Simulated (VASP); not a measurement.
# Al4Co (P-43m) in VASP: relaxation of cell and atoms with PBE

Aim: the relaxation of cell and atoms of Al4Co with PBE.

All numbers are computed with VASP 6.6.1; they aren't measurements. Logs are shortened: lines on timing, memory, paths and dates and some standing lists are left out, and cuts for length are marked.

## (1) The cell of the first run

Symmetry: P-43m, No. 215, cubic system. The conventional cell has a = 4.153 Å, b = 4.153 Å, c = 4.153 Å, α = 90.00°, β = 90.00°, γ = 90.00°. Within 2.7 Å of Al (site symmetry 3m) lie 3 Al at 2.05 Å and 1 Co at 2.34 Å. Co (site symmetry -43m) has 4 Al at 2.34 Å within 3.1 Å.

The cell was built from a structure type or drawn by symmetry, and may not be a known phase.

## (2) Relaxation of cell and atoms, PBE, collinear spin, ferromagnetic start

INCAR reads:

```
SYSTEM = Al4Co
PREC = Accurate
ENCUT = 600
EDIFF = 1E-7
ISMEAR = 0
SIGMA = 0.2
LREAL = .False.
LASPH = .True.
NELM = 150
ALGO = Fast
ISIF = 3
LWAVE = .False.
LCHARG = .False.
ISPIN = 2
MAGMOM = 0 0 0 0 3
LORBIT = 11
LMAXMIX = 4
GGA = PE
IBRION = 2
NSW = 36
EDIFFG = -0.08
```

KPOINTS reads:

```
Automatic mesh
0
Gamma
  4 4 4
  0 0 0
```

POSCAR reads:

```
Al4Co
1.0
    4.1526239500      0.0000000000      0.0000000000
    0.0000000000      4.1526239500      0.0000000000
    0.0000000000      0.0000000000      4.1526239500
Al Co
4 1
Direct
    0.8252386400      0.8252386400      0.8252386400
    0.1747613600      0.1747613600      0.8252386400
    0.1747613600      0.8252386400      0.1747613600
    0.8252386400      0.1747613600      0.1747613600
    0.5000000000      0.5000000000      0.5000000000
```

Potentials or basis: VASP PAW PBE potentials, release 64 (Al, Co).

The run is started by

```bash
> cat potpaw_PBE.64/Al/POTCAR potpaw_PBE.64/Co/POTCAR > POTCAR
> mpirun -np 1 vasp_std > vasp.out
```

OUTCAR:

```text
SYSTEM = Al4Co
   PREC = Accurate
   ENCUT = 600
   EDIFF = 1E-7
   ISMEAR = 0
   LREAL = .False.
   LASPH = .True.
   NELM = 150
   ISIF = 3
   ISPIN = 2
   LORBIT = 11
   GGA = PE
   IBRION = 2
   NSW = 36
   EDIFFG = -0.08

 ion  position               nearest neighbor table
   1  0.825  0.825  0.825-   2 2.05   3 2.05   4 2.05   5 2.34   3 3.07   4 3.07   2 3.07   4 3.07
                             2 3.07   3 3.07
   2  0.175  0.175  0.825-   1 2.05   3 2.05   4 2.05   5 2.34   1 3.07   4 3.07   1 3.07   3 3.07
                             3 3.07   4 3.07
   3  0.175  0.825  0.175-   1 2.05   2 2.05   4 2.05   5 2.34   1 3.07   4 3.07   1 3.07   2 3.07
                             2 3.07   4 3.07
   4  0.825  0.175  0.175-   1 2.05   2 2.05   3 2.05   5 2.34   1 3.07   3 3.07   1 3.07   2 3.07
                             2 3.07   3 3.07
   5  0.500  0.500  0.500-   1 2.34   2 2.34   3 2.34   4 2.34

  LATTYP: Found a simple cubic cell.
 ALAT       =     4.1526239500

  Lattice vectors:

 A1 = (   4.1526239500,   0.0000000000,   0.0000000000)
 A2 = (   0.0000000000,   4.1526239500,   0.0000000000)
 A3 = (   0.0000000000,   0.0000000000,   4.1526239500)

Analysis of symmetry for initial positions (statically):
=====================================================================
 Subroutine PRICEL returns:
 Original cell was already a primitive cell.

 Routine SETGRP: Setting up the symmetry group for a
 simple cubic supercell.

 Subroutine GETGRP returns: Found 24 space group operations
 (whereof 24 operations were pure point group operations)
 out of a pool of 48 trial point group operations.

The static configuration has the point symmetry T_d .

Analysis of symmetry for dynamics (positions and initial velocities):
=====================================================================
 Subroutine PRICEL returns:
 Original cell was already a primitive cell.

 Routine SETGRP: Setting up the symmetry group for a
 simple cubic supercell.

 Subroutine GETGRP returns: Found 24 space group operations
 (whereof 24 operations were pure point group operations)
 out of a pool of 48 trial point group operations.

The dynamic configuration has the point symmetry T_d .

Analysis of structural, dynamic, and magnetic symmetry:
=====================================================================
 Subroutine PRICEL returns:
 Original cell was already a primitive cell.

 Routine SETGRP: Setting up the symmetry group for a
 simple cubic supercell.

 Subroutine GETGRP returns: Found 24 space group operations
 (whereof 24 operations were pure point group operations)
 out of a pool of 48 trial point group operations.

The overall configuration has the point symmetry T_d .

 Subroutine INISYM returns: Found 24 space group operations
 (whereof 24 operations are pure point group operations),
 and found     1 'primitive' translations

----------------------------------------------------------------------------------------

                                     Primitive cell

  volume of cell :      71.6090

  direct lattice vectors                    reciprocal lattice vectors
     4.152623950  0.000000000  0.000000000     0.240811596  0.000000000  0.000000000
     0.000000000  4.152623950  0.000000000     0.000000000  0.240811596  0.000000000
     0.000000000  0.000000000  4.152623950     0.000000000  0.000000000  0.240811596

  length of vectors
     4.152623950  4.152623950  4.152623950     0.240811596  0.240811596  0.240811596

  position of ions in fractional coordinates (direct lattice)
     0.825238640  0.825238640  0.825238640
     0.174761360  0.174761360  0.825238640
     0.174761360  0.825238640  0.174761360
     0.825238640  0.174761360  0.174761360
     0.500000000  0.500000000  0.500000000

  ion indices of the primitive-cell ions
   primitive index   ion index
                 1           1
                 2           2
                 3           3
                 4           4
                 5           5

----------------------------------------------------------------------------------------

 KPOINTS: Automatic mesh

Automatic generation of k-mesh.
 Grid dimensions read from file:
 generate k-points for:    4    4    4

 Generating k-lattice:

  Cartesian coordinates                     Fractional coordinates (reciprocal lattice)
     0.060202899  0.000000000  0.000000000     0.250000000  0.000000000  0.000000000
     0.000000000  0.060202899  0.000000000     0.000000000  0.250000000  0.000000000
     0.000000000  0.000000000  0.060202899     0.000000000  0.000000000  0.250000000

  Length of vectors
     0.060202899  0.060202899  0.060202899

  Shift w.r.t. Gamma in fractional coordinates (k-lattice)
     0.000000000  0.000000000  0.000000000

 Subroutine IBZKPT returns following result:
 ===========================================

 Found     10 irreducible k-points:

 Following reciprocal coordinates:
            Coordinates               Weight
  0.000000  0.000000  0.000000      1.000000
  0.250000  0.000000  0.000000      6.000000
  0.500000  0.000000  0.000000      3.000000
  0.250000  0.250000  0.000000     12.000000
  0.500000  0.250000  0.000000     12.000000
  0.500000  0.500000  0.000000      3.000000
  0.250000  0.250000  0.250000      8.000000
  0.500000  0.250000  0.250000     12.000000
  0.500000  0.500000  0.250000      6.000000
  0.500000  0.500000  0.500000      1.000000
   k-points           NKPTS =     10   k-points in BZ     NKDIM =     10   number of bands    NBANDS=     16
   number of dos      NEDOS =    301   number of ions     NIONS =      5
   total plane-waves  NPLWV =  46656
   dimension x,y,z NGX =    36 NGY =   36 NGZ =   36
   dimension x,y,z NGXF=    72 NGYF=   72 NGZF=   72
   ions per type =               4   1
   NGX,Y,Z   is equivalent  to a cutoff of  14.41, 14.41, 14.41 a.u.
   NGXF,Y,Z  is equivalent  to a cutoff of  28.82, 28.82, 28.82 a.u.
 SYSTEM =  Al4Co
   PREC   = accura    normal or accurate (medium, high low for compatibility)
   ISTART =      0    job   : 0-new  1-cont  2-samecut
   ICHARG =      2    charge: 1-file 2-atom 10-const
   ISPIN  =      2    spin polarized calculation?
   LNONCOLLINEAR =      F non collinear calculations
   LSORBIT =      F    spin-orbit coupling
   LASPH  =      T    aspherical Exc in radial PAW
   ENCUT  =  600.0 eV  44.10 Ry    6.64 a.u.   8.29  8.29  8.29*2*pi/ulx,y,z
   NELM   =    150;   NELMIN=  2; NELMDL= -5     # of ELM steps
   EDIFF  = 0.1E-06   stopping-criterion for ELM
   LREAL  =      F    real-space projection
   EDIFFG = -.8E-01   stopping-criterion for IOM
   NSW    =     36    number of steps for IOM
   IBRION =      2    ionic relax: 0-MD 1-quasi-New 2-CG
   NFREE  =      1    steps in history (QN), initial steepest desc. (CG)
   ISIF   =      3    stress and relaxation
   ISYM   =      2    0-nonsym 1-usesym 2-fastsym
   POTIM  = 0.5000    time-step for ionic-motion
   TEBEG  =    0.0;   TEEND  =   0.0 temperature during run
   PSTRESS=    0.0 pullay stress
   NELECT =      21.0000    total number of electrons
   NUPDOWN=      -1.0000    fix difference up-down
   EMIN   =  10.00;   EMAX   =-10.00  energy-range for DOS
   EFERMI =   0.00;   METHOD = LEGACY
   ISMEAR =     0;   SIGMA  =   0.20  broadening in eV -4-tet -1-fermi 0-gaus
   EFERMI_NEDOS =   21; number of points for ismear=-14 and -15
   IALGO  =     68    algorithm
   IMIX   =      4    mixing-type and parameters
     AMIX     =   0.40;   BMIX     =  1.00
     AMIX_MAG =   1.60;   BMIX_MAG =  1.00
  volume/ion in A,a.u.               =      14.32        96.65
  Fermi-wavevector in a.u.,A,eV,Ry     =   1.087657  2.055374 16.095664  1.182998
  Thomas-Fermi vector in A             =   2.223821
   LORBIT       =     11    0 simple, 1 ext, 2 COOP (PROOUT), +10 PAW based schemes
   GGA     = PE    functional components
   LHFCALC =     F    Hartree Fock is set to
   AEXX    =    0.0000 exact exchange contribution
   IVDW    =     0    specifies the selected vdW correction
   LEPSILON=     F    determine dielectric tensor
   LRPA    =     F    only Hartree local field effects (RPA)
 conjugate gradient relaxation of ions
 spin polarized calculation
 RMM-DIIS sequential band-by-band and
 Gauss-broadening in eV      SIGMA  =   0.20
  energy-cutoff  :      600.00
  volume of cell :       71.61
 maximum number of plane-waves:      2440
 NGX is ok and might be reduce to    36
   NGX = 17   NGY = 17   NGZ = 17

--------------------------------------- Ionic step        1  -------------------------------------------

 number of electron      21.0000004 magnetization       0.0000382

 number of electron      21.0000004 magnetization      -0.0004025

 Free energy of the ion-electron system (eV)
  ---------------------------------------------------
  ext. energy  EPLUGINS =         0.00000000
  ---------------------------------------------------
  free energy    TOTEN  =       -12.39041023 eV

  energy without entropy =      -12.31635236  energy(sigma->0) =      -12.35338129

------------------------ aborting loop because EDIFF is reached ----------------------------------------

  FORCE on cell =-STRESS in cart. coord.  units (eV):
  Direction    XX          YY          ZZ          XY          YZ          ZX
  --------------------------------------------------------------------------------------
  -------------------------------------------------------------------------------------
  Total       22.9410284     22.9410284     22.9410284     -0.0000000      0.0000000      0.0000000
  in kB      513.2815473    513.2815473    513.2815473     -0.0000000      0.0000000      0.0000000
  external PRESSURE =     513.2815473 kB  Pullay stress =       0.0000000 kB
[... 494 lines left out ...]
  FREE ENERGIE OF THE ION-ELECTRON SYSTEM (eV)
  ---------------------------------------------------
  free  energy   TOTEN  =       -16.8743599399 eV

  energy  without entropy=      -16.8057424682  energy(sigma->0) =      -16.84005120

[... ionic steps 4 to 8 ...]

--------------------------------------- Ionic step        9  -------------------------------------------

 number of electron      21.0000001 magnetization       0.0000377

------------------------ aborting loop because EDIFF is reached ----------------------------------------
[... 465 lines left out ...]
--------------------------------------- Ionic step       11  -------------------------------------------

 number of electron      20.9999987 magnetization      -0.0000230

 Free energy of the ion-electron system (eV)
  ---------------------------------------------------
  ext. energy  EPLUGINS =         0.00000000
  ---------------------------------------------------
  free energy    TOTEN  =       -20.15428577 eV

  energy without entropy =      -20.07483950  energy(sigma->0) =      -20.11456264

 E-fermi :   6.0720     XC(G=0):  -9.8978

 val. band max:        6.0626197596   @ k =   0.5000   0.0000   0.0000
 cond. band min:       6.0977739346   @ k =   0.5000   0.5000   0.2500
 fundamental gap:      0.0351541750
 Fermi energy:         6.0720479084
[... 415 lines left out ...]
  FREE ENERGIE OF THE ION-ELECTRON SYSTEM (eV)
  ---------------------------------------------------
  free  energy   TOTEN  =       -20.1542857706 eV

  energy  without entropy=      -20.0748395041  energy(sigma->0) =      -20.11456264

 reached required accuracy - stopping structural energy minimisation

 total charge

# of ion       s       p       d       tot
------------------------------------------
    1        0.463   0.320   0.000   0.783
    2        0.463   0.320   0.000   0.783
    3        0.463   0.320   0.000   0.783
    4        0.463   0.320   0.000   0.783
    5        0.538   0.344   7.563   8.445
--------------------------------------------------
tot          2.388   1.624   7.563  11.575

 magnetization (x)

# of ion       s       p       d       tot
------------------------------------------
    1        0.000   0.000   0.000   0.000
    2        0.000   0.000   0.000   0.000
    3        0.000   0.000   0.000   0.000
    4        0.000   0.000   0.000   0.000
    5       -0.000  -0.000  -0.000  -0.000
--------------------------------------------------
tot          0.000  -0.000  -0.000  -0.000
```

It took 16 min on 1 thread of AMD EPYC 7R13 (Zen 3), shared host; peak memory 0.23 GiB.

What came out:

```
Free energy                                           : -20.1543 eV
Relaxed volume                                        : 18.16 Å³/atom
Relaxed cell                                          : a = 4.494 Å, b = 4.494 Å, c = 4.494 Å, α = 90.00°, β = 90.00°, γ = 90.00°
Space group after relaxing (to 0.1 Å)                 : P-43m (No. 215)
Pressure after relaxing                               : -0.3 GPa
Net moment                                            : 0.00 μB per cell
Valence electrons inside the program's atomic spheres : Al 0.78; Co 8.45
```

Forces in eV/Å, atoms in the order of the input:
```
Al   0.001  0.001  0.001
Al  -0.001 -0.001  0.001
Al  -0.001  0.001 -0.001
Al   0.001 -0.001 -0.001
Co   0.000  0.000  0.000
```

Final structure:
```xyz
5
Lattice="4.4944 0.0000 0.0000 0.0000 4.4944 0.0000 0.0000 0.0000 4.4944" Properties=species:S:1:pos:R:3 pbc="T T T"
Al    3.5387    3.5387    3.5387
Al    0.9557    0.9557    3.5387
Al    0.9557    3.5387    0.9557
Al    3.5387    0.9557    0.9557
Co    2.2472    2.2472    2.2472
```

Caveat: the k points lie up to 0.35 Å⁻¹ apart in the final cell; the volume moved by over 15 % at a fixed basis, so the end points are rough.
